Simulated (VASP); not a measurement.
A run of VASP 6.6.1 is set up as follows.

INCAR

```
SYSTEM = KBr
PREC = Accurate
ENCUT = 520
EDIFF = 1E-6
ISMEAR = -1
SIGMA = 0.02
LREAL = .FALSE.
LASPH = .TRUE.
NELM = 80
ALGO = Normal
ISIF = 2
LWAVE = .FALSE.
LCHARG = .FALSE.
GGA = PE
NBANDS = 15
```

KPOINTS

```
Automatic mesh
0
G
  6 6 6
  0 0 0
```

POSCAR

```
KBr
1.0
    3.9758690661      0.0000000000      0.0000000000
    0.0000000000      3.9758690661      0.0000000000
    0.0000000000      0.0000000000      3.9758690661
K Br
1 1
Direct
    0.0000000000      0.0000000000      0.0000000000
    0.5000000000      0.5000000000      0.5000000000
```

Potentials or basis: VASP PAW PBE potentials, release 64 (K_sv, Br).

The run is started by

```sh
$ cat potpaw_PBE.64/K_sv/POTCAR potpaw_PBE.64/Br/POTCAR > POTCAR
$ mpirun -np 1 vasp_std > vasp.out
```

(1) What does it give for the band gap on the k mesh?

(2) Estimate the pressure.

## Answers

(1) 4.02 eV, indirect (least direct gap 4.30 eV).

(2) 0.9 GPa.
